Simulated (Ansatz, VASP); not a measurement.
**Ge in VASP and in Ansatz**

Contents of INCAR:

```
SYSTEM = Ge
  ALGO = Normal
  EDIFF = 1E-6
  ENCUT = 520
  ISIF = 2
  ISMEAR = -1
  LASPH = .TRUE.
  LCHARG = .FALSE.
  LREAL = .FALSE.
  LWAVE = .FALSE.
  NBANDS = 21
  NELM = 80
  PREC = Accurate
  SIGMA = 0.05
```

Contents of KPOINTS:

```
k-points
0
G
  10 10 6
  0 0 0
```

POSCAR

```
Ge
1.0
    1.4979078673     -2.6118734857      0.0000000000
    1.4979078673      2.6118734857      0.0000000000
    0.0000000000      0.0000000000      4.7589052838
Ge
2
Direct
    0.3334466300      0.6665533700      0.2500000000
    0.6665533700      0.3334466300      0.7500000000
```

The input input.yaml:

```yaml
crystal:
  lattice:
    - [1.4979078673, -2.6118734857, 0.0]
    - [1.4979078673, 2.6118734857, 0.0]
    - [0.0, 0.0, 4.7589052838]
  atoms:
    - { symbol: Ge, position: [0.33344663, 0.66655337, 0.25] }
    - { symbol: Ge, position: [0.66655337, 0.33344663, 0.75] }
kpoints:
  mp_grid: { grid: [10, 10, 6] }
scf:
  occupations: { method: fermi_dirac, width: 0.05 }
hamiltonian:
  xc: lda
  pseudopotentials: { kind: all_electron, lapw: { basis_error: 0.001 } }
output:
  forces: true
  stress: true
  eigenvalues: true
```

Change from the starting cell: volume scaled by 1.02.

Alike in both runs: task single point; functional LDA; k mesh 10 × 10 × 6; occupations fermi-dirac, width 0.05 eV; no spin polarisation.

|  | VASP | Ansatz |
| --- | --- | --- |
| version | VASP 6.6.1 | Ansatz 0.2.0 |
| potentials or method | VASP PAW LDA potentials, release 64 (Ge_d), cutoff 520 eV | all-electron LAPW, scalar-relativistic |

|  | VASP | Ansatz | Ansatz less VASP |
| --- | --- | --- | --- |
| gap on the k mesh at the Fermi level (eV) | none | none | - |
| pressure (GPa) | -2.7 | -2.6 | +0.11 |
| traceless stress, the component that is largest in VASP (GPa) | 1.42 | 1.42 | -0.001 |

LDA's correlation is that of Perdew and Zunger in VASP and of Perdew and Wang (1992) in Ansatz. A gap of «none» marks a metal or a gap that the smearing closes. Ansatz ran all-electron here, and VASP with PAW potentials.
